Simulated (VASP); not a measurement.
# SrCl2 (P-3m1) in VASP: further runs

The runs below take SrCl2 through single point, with r2SCAN, HSE06.

Program: VASP 6.6.1. These are calculated values, not measurements. Logs are shortened: lines on timing, memory, paths and dates and some standing lists are left out, and cuts for length are marked.

**1. The cell of the first run**

Symmetry: P-3m1, No. 164, trigonal system. Conventional cell: a = 4.407 Å, b = 4.407 Å, c = 5.596 Å, α = 90.00°, β = 90.00°, γ = 120.00°. Sr (site symmetry -3m) has 6 Cl at 2.90 Å within 3.8 Å. Within 3.8 Å of Cl (site symmetry 3m) lie 3 Sr at 2.90 Å and 6 Cl at 3.77 to 3.79 Å.

**2. Single point, r2SCAN**

The input, POSCAR:

```
SrCl2
1.0
    4.4072489055      0.0000000000      0.0000000000
   -2.2036244528      3.8167895130      0.0000000000
    0.0000000000      0.0000000000      5.5960650195
Sr Cl
1 2
Direct
    0.0000000000      0.0000000000      0.0000000000
    0.3333333333      0.6666666667      0.2486950203
    0.6666666667      0.3333333333      0.7513049797
```

The input, INCAR.step1:

```
ALGO = Normal ; EDIFF = 1E-4
ENCUT = 520 ; GGA = PE
ISMEAR = 0 ; LASPH = T
LCHARG = F ; LREAL = F
LWAVE = T ; NBANDS = 19
NELM = 100 ; PREC = Accurate
SIGMA = 0.01
```

The input, INCAR.step2:

```
ALGO = Normal ; EDIFF = 1E-6
ENCUT = 520 ; ISIF = 2
ISMEAR = 0 ; ISTART = 1
LASPH = T ; LCHARG = F
LMIXTAU = T ; LREAL = F
LWAVE = F ; METAGGA = R2SCAN
NBANDS = 19 ; NELM = 100
PREC = Accurate ; SIGMA = 0.01
```

The input, KPOINTS:

```
k-points
0
Gamma
  6 6 4
```

Potentials or basis: VASP PAW PBE potentials, release 64 (Sr_sv, Cl).

Started as:

```sh
$ cat potpaw_PBE.64/Sr_sv/POTCAR potpaw_PBE.64/Cl/POTCAR > POTCAR
$ cp INCAR.step1 INCAR
$ mpirun -np 1 vasp_std > vasp.out
$ cp INCAR.step2 INCAR
$ mpirun -np 1 vasp_std > vasp.out
```

OUTCAR:

```text
EDIFF = 1E-6
   ENCUT = 520
   ISIF = 2
   ISMEAR = 0
   ISTART = 1
   LASPH = T
   LREAL = F
   METAGGA = R2SCAN
   NELM = 100
   PREC = Accurate

 ion  position               nearest neighbor table
   1  0.000  0.000  0.000-   2 2.90   3 2.90   3 2.90   2 2.90   3 2.90   2 2.90
   2  0.333  0.667  0.249-   1 2.90   1 2.90   1 2.90
   3  0.667  0.333  0.751-   1 2.90   1 2.90   1 2.90

  LATTYP: Found a hexagonal cell.
 ALAT       =     4.4072489055
 C/A-ratio  =     1.2697410878

  Lattice vectors:

 A1 = (   4.4072489055,   0.0000000000,   0.0000000000)
 A2 = (  -2.2036244528,   3.8167895130,   0.0000000000)
 A3 = (   0.0000000000,   0.0000000000,   5.5960650195)

Analysis of symmetry for initial positions (statically):
=====================================================================
 Subroutine PRICEL returns:
 Original cell was already a primitive cell.

 Routine SETGRP: Setting up the symmetry group for a
 hexagonal supercell.

 Subroutine GETGRP returns: Found 12 space group operations
 (whereof 12 operations were pure point group operations)
 out of a pool of 24 trial point group operations.

The static configuration has the point symmetry D_3d.

Analysis of symmetry for dynamics (positions and initial velocities):
=====================================================================
 Subroutine PRICEL returns:
 Original cell was already a primitive cell.

 Routine SETGRP: Setting up the symmetry group for a
 hexagonal supercell.

 Subroutine GETGRP returns: Found 12 space group operations
 (whereof 12 operations were pure point group operations)
 out of a pool of 24 trial point group operations.

The dynamic configuration has the point symmetry D_3d.

 Subroutine INISYM returns: Found 12 space group operations
 (whereof 12 operations are pure point group operations),
 and found     1 'primitive' translations

----------------------------------------------------------------------------------------

                                     Primitive cell

  volume of cell :      94.1344

  direct lattice vectors                    reciprocal lattice vectors
[... 80 lines left out ...]
   ISTART =      1    job   : 0-new  1-cont  2-samecut
   ICHARG =      0    charge: 1-file 2-atom 10-const
   ISPIN  =      1    spin polarized calculation?
   LNONCOLLINEAR =      F non collinear calculations
   LSORBIT =      F    spin-orbit coupling
   LASPH  =      T    aspherical Exc in radial PAW
   ENCUT  =  520.0 eV  38.22 Ry    6.18 a.u.   8.19  8.19 10.40*2*pi/ulx,y,z
   NELM   =    100;   NELMIN=  2; NELMDL=  0     # of ELM steps
   EDIFF  = 0.1E-05   stopping-criterion for ELM
   LREAL  =      F    real-space projection
   EDIFFG = 0.1E-04   stopping-criterion for IOM
   NSW    =      0    number of steps for IOM
   IBRION =     -1    ionic relax: 0-MD 1-quasi-New 2-CG
   NFREE  =      0    steps in history (QN), initial steepest desc. (CG)
   ISIF   =      2    stress and relaxation
   ISYM   =      2    0-nonsym 1-usesym 2-fastsym
   POTIM  = 0.5000    time-step for ionic-motion
   TEBEG  =    0.0;   TEEND  =   0.0 temperature during run
   PSTRESS=    0.0 pullay stress
   NELECT =      24.0000    total number of electrons
   NUPDOWN=      -1.0000    fix difference up-down
   EMIN   =  10.00;   EMAX   =-10.00  energy-range for DOS
   EFERMI =   0.00;   METHOD = LEGACY
   ISMEAR =     0;   SIGMA  =   0.01  broadening in eV -4-tet -1-fermi 0-gaus
   EFERMI_NEDOS =   21; number of points for ismear=-14 and -15
   IALGO  =     38    algorithm
   IMIX   =      4    mixing-type and parameters
     AMIX     =   0.40;   BMIX     =  1.00
     AMIX_MAG =   1.60;   BMIX_MAG =  1.00
  volume/ion in A,a.u.               =      31.38       211.75
  Fermi-wavevector in a.u.,A,eV,Ry     =   1.038076  1.961679 14.661657  1.077601
  Thomas-Fermi vector in A             =   2.172543
   LORBIT       =      0    0 simple, 1 ext, 2 COOP (PROOUT), +10 PAW based schemes
   METAGGA = R2SCAN    functional components
   LHFCALC =     F    Hartree Fock is set to
   AEXX    =    0.0000 exact exchange contribution
   IVDW    =     0    specifies the selected vdW correction
   LEPSILON=     F    determine dielectric tensor
   LRPA    =     F    only Hartree local field effects (RPA)
 non-spin polarized calculation
 Gauss-broadening in eV      SIGMA  =   0.01
  energy-cutoff  :      520.00
  volume of cell :       94.13
 maximum number of plane-waves:      2570
 NGX is ok and might be reduce to    36
   NGX = 17   NGY = 17   NGZ = 21

 number of electron      24.0000002 magnetization

 Free energy of the ion-electron system (eV)
  ---------------------------------------------------
  ext. energy  EPLUGINS =         0.00000000
  ---------------------------------------------------
  free energy    TOTEN  =       -35.43258797 eV

  energy without entropy =      -35.43258797  energy(sigma->0) =      -35.43258797

 E-fermi :  -1.0427     XC(G=0):  -8.2381

 val. band max:       -1.1358259961   @ k =   0.0000   0.0000   0.0000
 cond. band min:       4.6526804233   @ k =   0.0000   0.0000   0.0000
 fundamental gap:      5.7885064195
 Fermi energy:        -1.0426639979

 k-point     1 :       0.0000    0.0000    0.0000
  band No.  band energies     occupation
      1     -34.8576      2.00000
      2     -16.5345      2.00000
      3     -16.2078      2.00000
      4     -16.2078      2.00000
      5     -14.6359      2.00000
      6     -13.8859      2.00000
[... 505 lines left out ...]
      6     -14.0845      2.00000
[... 11 lines left out ...]
     18       8.3999      0.00000
     19       9.8254      0.00000

------------------------ aborting loop because EDIFF is reached ----------------------------------------

  FORCE on cell =-STRESS in cart. coord.  units (eV):
  Direction    XX          YY          ZZ          XY          YZ          ZX
  --------------------------------------------------------------------------------------
  -------------------------------------------------------------------------------------
  Total        0.3894907      0.3894907      0.3834969     -0.0000000     -0.0000000     -0.0000000
  in kB        6.6291703      6.6291703      6.5271551     -0.0000000     -0.0000000     -0.0000000
  external PRESSURE =       6.5951652 kB  Pullay stress =       0.0000000 kB

 VOLUME and BASIS-vectors are now :
 -----------------------------------------------------------------------------
  energy-cutoff  :      520.00
  volume of cell :       94.13
      direct lattice vectors                 reciprocal lattice vectors
     4.407248906  0.000000000  0.000000000     0.226898916  0.131000150  0.000000000
    -2.203624453  3.816789513  0.000000000     0.000000000  0.262000301  0.000000000
     0.000000000  0.000000000  5.596065020     0.000000000  0.000000000  0.178696994

 POSITION                                       TOTAL-FORCE (eV/Angst)
 -----------------------------------------------------------------------------------
      0.00000      0.00000      0.00000        -0.000000      0.000000      0.000000
     -0.00000      2.54453      1.39171         0.000000      0.000000      0.013673
      2.20362      1.27226      4.20435        -0.000000     -0.000000     -0.013673
 -----------------------------------------------------------------------------------
    total drift:                                0.000000      0.000000     -0.000000

  FREE ENERGIE OF THE ION-ELECTRON SYSTEM (eV)
  ---------------------------------------------------
  free  energy   TOTEN  =       -35.4325879696 eV

  energy  without entropy=      -35.4325879696  energy(sigma->0) =      -35.43258797
```

OUTCAR.step1:

```text
EDIFF = 1E-4
   ENCUT = 520
   GGA = PE
   ISMEAR = 0
[... 752 lines left out ...]
      0.00000      0.00000      0.00000        -0.000000      0.000000     -0.000000
     -0.00000      2.54453      1.39171         0.000000      0.000000      0.022623
      2.20362      1.27226      4.20435        -0.000000     -0.000000     -0.022623
 -----------------------------------------------------------------------------------
    total drift:                                0.000000      0.000000     -0.000000

  FREE ENERGIE OF THE ION-ELECTRON SYSTEM (eV)
  ---------------------------------------------------
  free  energy   TOTEN  =       -12.5993759777 eV

  energy  without entropy=      -12.5993759777  energy(sigma->0) =      -12.59937598
```

OSZICAR.step1:

```text
N       E                     dE             d eps       ncg     rms          rms(c)
DAV:   1     0.144744720905E+03    0.14474E+03   -0.11289E+04   912   0.112E+03
DAV:   2    -0.268810684430E+01   -0.14743E+03   -0.14299E+03  1201   0.219E+02
DAV:   3    -0.125162915652E+02   -0.98282E+01   -0.97975E+01  1130   0.575E+01
DAV:   4    -0.129445664618E+02   -0.42827E+00   -0.42781E+00  1658   0.984E+00
DAV:   5    -0.129462743395E+02   -0.17079E-02   -0.17078E-02  1224   0.673E-01    0.156E+01
DAV:   6    -0.125802699846E+02    0.36600E+00   -0.77745E-01  1032   0.465E+00    0.982E+00
DAV:   7    -0.125964117139E+02   -0.16142E-01   -0.56356E-01  1206   0.421E+00    0.188E+00
DAV:   8    -0.125967581748E+02   -0.34646E-03   -0.73530E-02  1021   0.148E+00    0.592E-01
DAV:   9    -0.125977209034E+02   -0.96273E-03   -0.25746E-03  1182   0.319E-01    0.221E-01
DAV:  10    -0.125991077135E+02   -0.13868E-02   -0.95908E-04   992   0.183E-01    0.393E-02
DAV:  11    -0.125993182942E+02   -0.21058E-03   -0.11416E-04  1095   0.620E-02    0.273E-02
DAV:  12    -0.125993759777E+02   -0.57684E-04   -0.39088E-05   812   0.374E-02
   1 F= -.12599376E+02 E0= -.12599376E+02  d E =-.999111E-94
```

It took 2.3 min on 1 thread of Intel Xeon Platinum 8259CL at 2.50GHz (Skylake/Cascade Lake), shared host; peak memory 0.25 GiB.

Results:

* Free energy: -35.4326 eV
* Pressure: 0.7 GPa
* Largest force: 0.014 eV/Å
* Band gap on the k mesh: 5.79 eV, direct

Forces on the atoms (eV/Å):
```
Sr   0.000  0.000  0.000
Cl   0.000  0.000  0.014
Cl   0.000  0.000 -0.014
```

Caveat: the PAW data sets were made with another functional, which shifts forces and pressure a little.

**3. Single point, HSE06**

POSCAR is that of step 2.

The input, INCAR.step1:

```
PREC     = Accurate       # precision mode
ENCUT    = 520            # plane-wave cutoff, eV
EDIFF    = 1E-5           # SCF threshold, eV
ISMEAR   = 0              # smearing method
SIGMA    = 0.01           # smearing width, eV
LREAL    = False          # projectors in reciprocal space
LASPH    = True           # aspherical terms in the spheres
NELM     = 100            # most SCF steps
ALGO     = Normal         # electronic algorithm
ISIF     = 2              # what is computed and relaxed
LWAVE    = True           # write WAVECAR
GGA      = PE             # functional
NBANDS   = 19             # bands
```

The input, INCAR.step2:

```
PREC     = Accurate       # precision mode
ENCUT    = 520            # plane-wave cutoff, eV
EDIFF    = 1E-7           # SCF threshold, eV
ISMEAR   = 0              # smearing method
SIGMA    = 0.01           # smearing width, eV
LREAL    = False          # projectors in reciprocal space
LASPH    = True           # aspherical terms in the spheres
NELM     = 100            # most SCF steps
ALGO     = Normal         # electronic algorithm
ISIF     = 2              # what is computed and relaxed
LWAVE    = False          # write WAVECAR
LCHARG   = True           # write CHGCAR
GGA      = PE             # functional
LHFCALC  = True           # exact exchange
HFSCREEN = 0.2079         # screening, 1/A
PRECFOCK = Normal       
LELF     = True           # ELF
LVHAR    = True         
ISTART   = 1            
NBANDS   = 19             # bands
```

The input, KPOINTS:

```
regular mesh
0
Gamma
  6 6 2
```

Potentials or basis: VASP PAW PBE potentials, release 64 (Sr_sv, Cl).

Started as:

```sh
$ cat potpaw_PBE.64/Sr_sv/POTCAR potpaw_PBE.64/Cl/POTCAR > POTCAR
$ cp INCAR.step1 INCAR
$ mpirun -np 1 vasp_std > vasp.out
$ cp INCAR.step2 INCAR
$ mpirun -np 1 vasp_std > vasp.out
```

OUTCAR:

```text
PREC = Accurate
   ENCUT = 520
   EDIFF = 1E-7
   ISMEAR = 0
   LREAL = False
   LASPH = True
   NELM = 100
   ISIF = 2
   GGA = PE
   LHFCALC = True
   HFSCREEN = 0.2079
   PRECFOCK = Normal
   ISTART = 1

 ion  position               nearest neighbor table
   1  0.000  0.000  0.000-   2 2.90   3 2.90   3 2.90   2 2.90   3 2.90   2 2.90
   2  0.333  0.667  0.249-   1 2.90   1 2.90   1 2.90
   3  0.667  0.333  0.751-   1 2.90   1 2.90   1 2.90

  LATTYP: Found a hexagonal cell.
 ALAT       =     4.4072489055
 C/A-ratio  =     1.2697410878

  Lattice vectors:

 A1 = (   4.4072489055,   0.0000000000,   0.0000000000)
 A2 = (  -2.2036244528,   3.8167895130,   0.0000000000)
 A3 = (   0.0000000000,   0.0000000000,   5.5960650195)

Analysis of symmetry for initial positions (statically):
=====================================================================
 Subroutine PRICEL returns:
 Original cell was already a primitive cell.

 Routine SETGRP: Setting up the symmetry group for a
 hexagonal supercell.

 Subroutine GETGRP returns: Found 12 space group operations
 (whereof 12 operations were pure point group operations)
 out of a pool of 24 trial point group operations.

The static configuration has the point symmetry D_3d.

Analysis of symmetry for dynamics (positions and initial velocities):
=====================================================================
 Subroutine PRICEL returns:
 Original cell was already a primitive cell.

 Routine SETGRP: Setting up the symmetry group for a
 hexagonal supercell.

 Subroutine GETGRP returns: Found 12 space group operations
 (whereof 12 operations were pure point group operations)
 out of a pool of 24 trial point group operations.

The dynamic configuration has the point symmetry D_3d.

[... 111 lines left out ...]
  Fermi-wavevector in a.u.,A,eV,Ry     =   1.038076  1.961679 14.661657  1.077601
  Thomas-Fermi vector in A             =   2.172543
   LORBIT       =      0    0 simple, 1 ext, 2 COOP (PROOUT), +10 PAW based schemes
   GGA     = PE    functional components
   LHFCALC =     T    Hartree Fock is set to
   PRECFOCK=normal    Normal, Fast or Accurate (Low or Medium for compatibility)
   ENCUT4O =  -1.0   cutoff for four orbital integrals eV
   NKREDX  =     1    reduce k-point grid by
   NKREDY  =     1    reduce k-point grid by
   NKREDZ  =     1    reduce k-point grid by
   AEXX    =    0.2500 exact exchange contribution
   HFSCREEN=    0.2079 screening length (either q_TF or 0.3 A-1)
   HFSCREENC=   0.2079 screening length for correlation (either q_TF or 0.3 A-1)
   ENCUTFOCK=  -1.0 apply spherical cutoff to Coloumb kernel
   IVDW    =     0    specifies the selected vdW correction
   LEPSILON=     F    determine dielectric tensor
   LRPA    =     F    only Hartree local field effects (RPA)
 non-spin polarized calculation
 Gauss-broadening in eV      SIGMA  =   0.01
  energy-cutoff  :      520.00
  volume of cell :       94.13
 maximum number of plane-waves:      2570
 NGX is ok and might be reduce to    36
  NGX = 28; NGY = 28; NGZ = 32

 number of electron      24.0000002 magnetization

 Free energy of the ion-electron system (eV)
  ---------------------------------------------------
  ext. energy  EPLUGINS =         0.00000000
  ---------------------------------------------------
  free energy    TOTEN  =       -14.60582434 eV

  energy without entropy =      -14.60582434  energy(sigma->0) =      -14.60582434

 E-fermi :  -1.5508     XC(G=0):  -6.5208

 val. band max:       -1.6985596745   @ k =   0.0000   0.0000   0.0000
 cond. band min:       4.7521140693   @ k =   0.0000   0.0000   0.0000
 fundamental gap:      6.4506737438
 Fermi energy:        -1.5508280243

 k-point     1 :       0.0000    0.0000    0.0000
  band No.  band energies     occupation
      1     -36.4155      2.00000
      2     -17.4952      2.00000
      3     -17.1211      2.00000
      4     -17.1211      2.00000
      5     -15.8300      2.00000
      6     -14.9854      2.00000
[... 285 lines left out ...]
      6     -15.1962      2.00000
[... 11 lines left out ...]
     18       8.7105      0.00000
     19       9.8585      0.00000

------------------------ aborting loop because EDIFF is reached ----------------------------------------

  FORCE on cell =-STRESS in cart. coord.  units (eV):
  Direction    XX          YY          ZZ          XY          YZ          ZX
  --------------------------------------------------------------------------------------
  -------------------------------------------------------------------------------------
  Total        0.4991110      0.4991110      0.5093296     -0.0000000      0.0000000      0.0000000
  in kB        8.4949179      8.4949179      8.6688400     -0.0000000      0.0000000      0.0000000
  external PRESSURE =       8.5528919 kB  Pullay stress =       0.0000000 kB

 VOLUME and BASIS-vectors are now :
 -----------------------------------------------------------------------------
  energy-cutoff  :      520.00
  volume of cell :       94.13
      direct lattice vectors                 reciprocal lattice vectors
     4.407248906  0.000000000  0.000000000     0.226898916  0.131000150  0.000000000
    -2.203624453  3.816789513  0.000000000     0.000000000  0.262000301  0.000000000
     0.000000000  0.000000000  5.596065020     0.000000000  0.000000000  0.178696994

 POSITION                                       TOTAL-FORCE (eV/Angst)
 -----------------------------------------------------------------------------------
      0.00000      0.00000      0.00000         0.000000      0.000000      0.000000
     -0.00000      2.54453      1.39171        -0.000000     -0.000000     -0.037054
      2.20362      1.27226      4.20435         0.000000      0.000000      0.037054
 -----------------------------------------------------------------------------------
    total drift:                               -0.000000     -0.000000     -0.000005

  FREE ENERGIE OF THE ION-ELECTRON SYSTEM (eV)
  ---------------------------------------------------
  free  energy   TOTEN  =       -14.6058243362 eV

  energy  without entropy=      -14.6058243362  energy(sigma->0) =      -14.60582434
```

OUTCAR.step1:

```text
PREC = Accurate
   ENCUT = 520
   EDIFF = 1E-5
   ISMEAR = 0
   LREAL = False
[... 522 lines left out ...]
      0.00000      0.00000      0.00000        -0.000000      0.000000      0.000000
     -0.00000      2.54453      1.39171         0.000000     -0.000000      0.024383
      2.20362      1.27226      4.20435        -0.000000      0.000000     -0.024383
 -----------------------------------------------------------------------------------
    total drift:                                0.000000      0.000000     -0.000000

  FREE ENERGIE OF THE ION-ELECTRON SYSTEM (eV)
  ---------------------------------------------------
  free  energy   TOTEN  =       -12.5992619328 eV

  energy  without entropy=      -12.5992619328  energy(sigma->0) =      -12.59926193
```

Run time: 36 min. Hardware: 1 thread of Intel Xeon Platinum 8259CL at 2.50GHz (Skylake/Cascade Lake), shared host; peak memory 0.36 GiB.

Results:

```yaml
Free_energy: -14.6058 eV
Pressure: 0.9 GPa
Largest_force: 0.037 eV/Å
Band_gap_on_the_k_mesh: 6.45 eV, direct
```

Forces on the atoms (eV/Å):
```
Sr   0.000  0.000  0.000
Cl   0.000  0.000 -0.037
Cl   0.000  0.000  0.037
```

Caveat: the k points lie up to 0.56 Å⁻¹ apart; the PAW data sets were made with another functional, which shifts forces and pressure a little.
